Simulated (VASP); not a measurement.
Here is a VASP 6.6.1 calculation.

POSCAR

```
AlN
1.0
    3.1066945025      0.0000000000      0.0000000000
   -1.5533472512      2.6904763609      0.0000000000
    0.0000000000      0.0000000000      4.9785885509
Al N
2 2
Direct
    0.3333333333      0.6666666667     -0.0007956041
    0.6666666667      0.3333333333      0.4992043959
    0.3333333333      0.6666666667      0.3807956041
    0.6666666667      0.3333333333      0.8807956041
```

The input INCAR.step1:

```
SYSTEM = AlN
ALGO = Normal
EDIFF = 1E-4
ENCUT = 520
GGA = PE
ISMEAR = 0
LASPH = .True.
LCHARG = .False.
LREAL = .False.
LWAVE = .True.
NBANDS = 16
NELM = 60
PREC = Accurate
SIGMA = 0.01
```

The input INCAR.step2:

```
SYSTEM = AlN
ALGO = Normal
EDIFF = 1E-7
ENCUT = 520
ISIF = 2
ISMEAR = 0
ISTART = 1
LASPH = .True.
LCHARG = .False.
LMIXTAU = .True.
LREAL = .False.
LWAVE = .False.
METAGGA = R2SCAN
NBANDS = 16
NELM = 60
PREC = Accurate
SIGMA = 0.01
```

Contents of KPOINTS:

```
k-points
0
Gamma
  9 9 4
  0 0 0
```

Potentials or basis: VASP PAW PBE potentials, release 64 (Al, N).

Run with:

```console
$ cat potpaw_PBE.64/Al/POTCAR potpaw_PBE.64/N/POTCAR > POTCAR
$ cp INCAR.step1 INCAR
$ mpirun -np 1 vasp_std > vasp.out
$ cp INCAR.step2 INCAR
$ mpirun -np 1 vasp_std > vasp.out
```

(1) Estimate the largest force.

(2) Predict the pressure.

## Answers

(1) 0.003 eV/Å.

(2) -0.4 GPa.

Caveat: the PAW data sets were made with another functional, which shifts forces and pressure a little.

**Experimental background.**

“Self-assembly of well-separated AlN nanowires directly on sputtered metallic TiN films”, 2019, arxiv:1910.07391 quotes, for a bulk crystal of AlN at 10 K: band gap 6.034 eV (an exciton energy, a little under the gap).

Against the measured gap of AlN, 6.034 eV (an exciton energy, a little under the gap; 10 K; quoted in “Self-assembly of well-separated AlN nanowires directly on sputtered metallic TiN films”, 2019, arxiv:1910.07391), the calculated 4.92 eV is off by -1.11 eV. 2 values of this kind are on record (6.034 to 6.0343 eV); this one was drawn at random. The value is that of r2SCAN, without temperature or zero-point motion.
